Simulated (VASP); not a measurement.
# Si2Sn5 (P-62m) in VASP: further runs, part 2 of 2

VASP 6.6.1. The steps go on from the part before.

## 3. Relaxation of cell and atoms, PBE

This run uses another cell than the first one, of 29.81 Å³/atom.

INCAR reads:

```
PREC = Accurate
ENCUT = 600
EDIFF = 1E-7
ISMEAR = 0
SIGMA = 0.2
LREAL = F
LASPH = T
NELM = 100
ALGO = Fast
ISIF = 3
LWAVE = F
LCHARG = F
GGA = PE
IBRION = 2
NSW = 36
EDIFFG = -0.08
```

KPOINTS reads:

```
regular mesh
0
Gamma
  3 3 3
```

POSCAR reads:

```
Si2Sn5
1.0
    6.5049125700      0.0000000000      0.0000000000
   -3.2524562800      5.6334195300      0.0000000000
    0.0000000000      0.0000000000      5.6945434300
Si Sn
2 5
Direct
    0.0000000000      0.0000000000      0.5000000000
    0.0000000000      0.0000000000      0.0000000000
    0.7012080600      0.0000000000      0.0000000000
    0.0000000000      0.7012080600      0.0000000000
    0.2987919400      0.2987919400      0.0000000000
    0.3333333300      0.6666666700      0.0000000000
    0.6666666700      0.3333333300      0.0000000000
```

Potentials or basis: VASP PAW PBE potentials, release 64 (Si, Sn_d).

Command:

```console
$ cat potpaw_PBE.64/Si/POTCAR potpaw_PBE.64/Sn_d/POTCAR > POTCAR
$ mpirun -np 1 vasp_std > vasp.out
```

OUTCAR:

```text
PREC = Accurate
   ENCUT = 600
   EDIFF = 1E-7
   ISMEAR = 0
   LREAL = F
   LASPH = T
   NELM = 100
   ISIF = 3
   GGA = PE
   IBRION = 2
   NSW = 36
   EDIFFG = -0.08

 ion  position               nearest neighbor table
   1  0.000  0.000  0.500-   2 2.85   2 2.85   4 3.45   4 3.45   5 3.45   5 3.45   3 3.45   3 3.45

   2  0.000  0.000  0.000-   4 1.94   5 1.94   3 1.94   1 2.85   1 2.85
   3  0.701  0.000  0.000-   2 1.94   7 2.29   6 2.29   4 3.37   5 3.37   1 3.45   1 3.45
   4  0.000  0.701  0.000-   2 1.94   6 2.29   7 2.29   5 3.37   3 3.37   1 3.45   1 3.45
   5  0.299  0.299  0.000-   2 1.94   6 2.29   7 2.29   4 3.37   3 3.37   1 3.45   1 3.45
   6  0.333  0.667  0.000-   4 2.29   3 2.29   5 2.29   7 3.76   7 3.76   7 3.76
   7  0.667  0.333  0.000-   3 2.29   4 2.29   5 2.29   6 3.76   6 3.76   6 3.76

  LATTYP: Found a hexagonal cell.
 ALAT       =     6.5049125700
 C/A-ratio  =     0.8754219782

  Lattice vectors:

 A1 = (   6.5049125700,   0.0000000000,   0.0000000000)
 A2 = (  -3.2524562800,   5.6334195300,   0.0000000000)
 A3 = (   0.0000000000,   0.0000000000,   5.6945434300)

Analysis of symmetry for initial positions (statically):
=====================================================================
 Subroutine PRICEL returns:
 Original cell was already a primitive cell.

 Routine SETGRP: Setting up the symmetry group for a
[... 146 lines left out ...]
  energy-cutoff  :      600.00
  volume of cell :      208.68
 maximum number of plane-waves:      6975
 NGX is ok and might be reduce to    54
   NGX = 25   NGY = 25   NGZ = 23

--------------------------------------- Ionic step        1  -------------------------------------------

 number of electron      78.0000001 magnetization

 Free energy of the ion-electron system (eV)
  ---------------------------------------------------
  ext. energy  EPLUGINS =         0.00000000
  ---------------------------------------------------
  free energy    TOTEN  =        -6.45997952 eV

  energy without entropy =       -6.34899038  energy(sigma->0) =       -6.40448495

 E-fermi :   5.8182     XC(G=0):  -8.6232

 val. band max:        5.7502095827   @ k =   0.3333   0.3333   0.0000
 cond. band min:       5.8524190419   @ k =   0.0000   0.0000   0.3333
 fundamental gap:      0.1022094592
 Fermi energy:         5.8181626570
[... 709 lines left out ...]
  FREE ENERGIE OF THE ION-ELECTRON SYSTEM (eV)
  ---------------------------------------------------
  free  energy   TOTEN  =       -19.2850185394 eV

  energy  without entropy=      -19.0541476889  energy(sigma->0) =      -19.16958311

[... ionic steps 4 to 18 ...]

--------------------------------------- Ionic step       19  -------------------------------------------

 number of electron      77.9999978 magnetization

------------------------ aborting loop because EDIFF is reached ----------------------------------------
[... 77 lines left out ...]
--------------------------------------- Ionic step       21  -------------------------------------------

 number of electron      77.9999948 magnetization

 Free energy of the ion-electron system (eV)
  ---------------------------------------------------
  ext. energy  EPLUGINS =         0.00000000
  ---------------------------------------------------
  free energy    TOTEN  =       -25.31478251 eV

  energy without entropy =      -25.18245670  energy(sigma->0) =      -25.24861960

 E-fermi :   3.3823     XC(G=0):  -7.8977

 val. band max:        3.3301904592   @ k =   0.3333   0.3333   0.0000
 cond. band min:       3.4266652943   @ k =   0.3333   0.3333   0.3333
 fundamental gap:      0.0964748351
 Fermi energy:         3.3823254692
[... 326 lines left out ...]
  FREE ENERGIE OF THE ION-ELECTRON SYSTEM (eV)
  ---------------------------------------------------
  free  energy   TOTEN  =       -25.3147825100 eV

  energy  without entropy=      -25.1824566999  energy(sigma->0) =      -25.24861960

 reached required accuracy - stopping structural energy minimisation
```

OSZICAR:

```text
N       E                     dE             d eps       ncg     rms          rms(c)
DAV:   1     0.955589790434E+03    0.95559E+03   -0.42007E+04   572   0.257E+03
DAV:   2     0.143386768551E+03   -0.81220E+03   -0.79534E+03   552   0.714E+02
DAV:   3     0.270753298591E+00   -0.14312E+03   -0.13956E+03   618   0.240E+02
[... 382 lines left out ...]
RMM:   9    -0.253147834662E+02   -0.17355E-06   -0.83974E-07   552   0.520E-03    0.954E-03
RMM:  10    -0.253147824033E+02    0.10629E-05   -0.53163E-07   469   0.452E-03    0.315E-03
RMM:  11    -0.253147821244E+02    0.27889E-06   -0.21599E-07   379   0.249E-03    0.310E-03
RMM:  12    -0.253147825740E+02   -0.44963E-06   -0.65942E-08   319   0.161E-03    0.128E-03
RMM:  13    -0.253147825100E+02    0.64028E-07   -0.30297E-08   310   0.118E-03
  21 F= -.25314783E+02 E0= -.25248620E+02  d E =-.705238E-01
```

CONTCAR:

```text
Si2Sn5
   1.00000000000000
     8.5515325899522807    0.0000000020458289    0.0000000000000000
    -4.2757662866312662    7.4058444530158498    0.0000000000000000
    -0.0000000000000000   -0.0000000000000000    4.3275120569983052
  Si              Sn
     2     5
Direct
     0.0000000000000000    0.0000000000000000    0.5000000000000000
     0.0000000000000000    0.0000000000000000    0.0000000000000000
     0.6863821308156510    0.9999999999917929    0.0000000000000000
     0.0000000000030278    0.6863821308381205    0.0000000000000000
     0.3136178691813213    0.3136178691700864    0.0000000000000000
     0.3333333300000021    0.6666666699999979    0.0000000000000000
     0.6666666699999979    0.3333333300000021    0.0000000000000000

  0.00000000E+00  0.00000000E+00  0.00000000E+00
  0.00000000E+00  0.00000000E+00  0.00000000E+00
  0.00000000E+00  0.00000000E+00  0.00000000E+00
  0.00000000E+00  0.00000000E+00  0.00000000E+00
  0.00000000E+00  0.00000000E+00  0.00000000E+00
  0.00000000E+00  0.00000000E+00  0.00000000E+00
  0.00000000E+00  0.00000000E+00  0.00000000E+00
```

Run time: 31 min. Hardware: 1 thread of Intel Xeon Platinum 8488C (Sapphire Rapids), shared host; peak memory 0.42 GiB.

What came out:

```yaml
Free_energy: -25.3148 eV
Relaxed_volume: 39.15 Å³/atom
Relaxed_cell: a = 8.552 Å, b = 8.552 Å, c = 4.328 Å, α = 90.00°, β = 90.00°, γ = 120.00°
Space_group_after_relaxing_to_0.1_Å: P-62m (No. 189)
Energy_gained_by_relaxing: 2693.5 meV/atom
Ionic_steps: 21
Pressure_after_relaxing: 0.0 GPa
Largest_force_after_relaxing: 0.043 eV/Å
Band_gap_on_the_k_mesh: zero (bands 39 and 40 overlap by 1.41 eV)
```

Forces in eV/Å, atoms in the order of the input:
```
Si   0.000  0.000  0.000
Si   0.000  0.000  0.000
Sn  -0.043  0.000  0.000
Sn   0.022 -0.037  0.000
Sn   0.022  0.037  0.000
Sn   0.000  0.000  0.000
Sn   0.000  0.000  0.000
```

The path:
| step | energy change (eV) | largest force (eV/Å) | pressure (GPa) | volume (Å³) |
| --- | --- | --- | --- | --- |
| 1 | 0.0000 | 6.9005 | 50.95 | 208.68 |
| 2 | -11.0007 | 0.1221 | -4.48 | 584.88 |
| 3 | -12.8250 | 0.0759 | -4.11 | 521.12 |
| 4 | -13.9952 | 0.2386 | -4.07 | 478.61 |
| 5 | -17.5437 | 1.0368 | -1.55 | 330.74 |
| 6 | -17.3511 | 1.1784 | 2.12 | 297.84 |
| 7 | -17.5938 | 1.0952 | -0.88 | 321.91 |
| 8 | -17.5982 | 1.1090 | -0.63 | 319.18 |
| 9 | -17.8728 | 0.7178 | -0.85 | 312.64 |
| 10 | -18.1110 | 0.0848 | -0.79 | 302.30 |
| 11 | -18.2464 | 1.3090 | 0.64 | 280.18 |
| 12 | -18.4815 | 1.2592 | 0.50 | 278.35 |
| 13 | -17.8948 | 0.9624 | 2.12 | 270.11 |
| 14 | -18.5727 | 1.2227 | 0.53 | 276.84 |
| 15 | -18.5815 | 1.1931 | 0.60 | 276.08 |
| 16 | -18.6739 | 0.9180 | 0.10 | 279.00 |
| 17 | -18.7802 | 0.3722 | -0.87 | 286.16 |
| 18 | -18.7843 | 0.2787 | -1.04 | 287.68 |
| 19 | -18.8346 | 0.1710 | -0.57 | 281.11 |
| 20 | -18.8545 | 0.0236 | 0.15 | 273.02 |
| 21 | -18.8548 | 0.0430 | 0.03 | 274.07 |

Final structure:
```yaml
crystal:
  lattice:
    - [8.55153, 0.00000, 0.00000]
    - [-4.27577, 7.40584, 0.00000]
    - [0.00000, 0.00000, 4.32751]
  atoms:
    - { symbol: Si, position: [0.00000, 0.00000, 0.50000] }
    - { symbol: Si, position: [0.00000, 0.00000, 0.00000] }
    - { symbol: Sn, position: [0.68638, 0.00000, 0.00000] }
    - { symbol: Sn, position: [0.00000, 0.68638, 0.00000] }
    - { symbol: Sn, position: [0.31362, 0.31362, 0.00000] }
    - { symbol: Sn, position: [0.33333, 0.66667, 0.00000] }
    - { symbol: Sn, position: [0.66667, 0.33333, 0.00000] }
```

Levels at points of the mesh, in eV from the Fermi level:
```tsv
k point	band 35	band 36	band 37	band 38	band 39	band 40	band 41	band 42	band 43	band 44
(0.00, 0.00, 0.00)	-1.86	-1.61	-1.61	0.70	1.22	1.22	1.56	1.56	2.16	2.52
```

Caveat: the k points lie up to 0.48 Å⁻¹ apart in the final cell, too coarse for converged energies and pressures of a metal; the volume moved by over 15 % at a fixed basis, so the end points are rough; spin-orbit coupling is left out, which moves the levels of the heavy elements; the relaxation stopped at a loose force limit of 0.08 eV/Å, so its end isn't a converged minimum.

The gap in the log of VASP goes by the Fermi energy; the results here count the filled bands.